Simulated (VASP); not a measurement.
Wanted: the native input for a VASP 6.6.1 run.

| Quantity | Value |
| --- | --- |
| Task | relaxation of cell and atoms |
| Functional | PBEsol |
| Potentials or basis | VASP PAW PBE potentials, release 64 (Ti_sv, Co) |
| Cutoff | 600 eV |
| k mesh | 12 × 12 × 12 |
| Occupations | gaussian, width 0.1 eV |
| Spin | collinear spin, ferrimagnetic start |
| Starting moments | [-0.33, 1.11, 1.11, 1.11] μB |
| Dipole correction | no |
| Further INCAR settings | ALGO = Fast; EDIFF = 1e-06; IBRION = 2; EDIFFG = -0.005; NSW = 100; ISIF = 3 |

The structure of TiCo3 lies in POSCAR:

```
TiCo3
1.0
    3.5494995564      0.0000000000      0.0000000000
    0.0000000000      3.5494995564      0.0000000000
    0.0000000000      0.0000000000      3.5494995564
Ti Co
1 3
Direct
    0.0000000000      0.0000000000      0.0000000000
    0.0000000000      0.5000000000      0.5000000000
    0.5000000000      0.0000000000      0.5000000000
    0.5000000000      0.5000000000      0.0000000000
```

One way to write it, as run:

INCAR

```
PREC = Accurate
ENCUT = 600
EDIFF = 1E-6
ISMEAR = 0
SIGMA = 0.1
LREAL = F
LASPH = T
NELM = 150
ALGO = Fast
ISIF = 3
LWAVE = F
LCHARG = F
ISPIN = 2
MAGMOM = -0.33 1.11 1.11 1.11
LORBIT = 11
LMAXMIX = 4
GGA = PS
IBRION = 2
NSW = 100
EDIFFG = -0.005
```

KPOINTS

```
regular mesh
0
Gamma
  12 12 12
```

Potentials or basis: VASP PAW PBE potentials, release 64 (Ti_sv, Co).

Run with:

```bash
$ cat potpaw_PBE.64/Ti_sv/POTCAR potpaw_PBE.64/Co/POTCAR > POTCAR
$ mpirun -np 1 vasp_std > vasp.out
```

It gave:

The relaxed volume is 10.95 Å³/atom. The relaxed cell is a = 3.525 Å, b = 3.525 Å, c = 3.525 Å, α = 90.00°, β = 90.00°, γ = 90.00° and the space group after relaxing (to 0.1 Å) is Pm-3m (No. 221). The energy gained by relaxing is 3.5 meV/atom and the ionic steps are 3. The pressure after relaxing is 0.0 GPa, the net moment is 0.66 μB per cell and the site moments are Ti -0.08; Co +0.25 μB. The valence electrons inside the program's atomic spheres are Ti 10.50; Co 8.44.

Caveat: the PAW data sets were made with another functional, which shifts forces and pressure a little.

Run time: 10 min on 1 thread of Oxide Virtual Turin-like Processor, with other jobs on the host, peak memory 0.28 GiB.
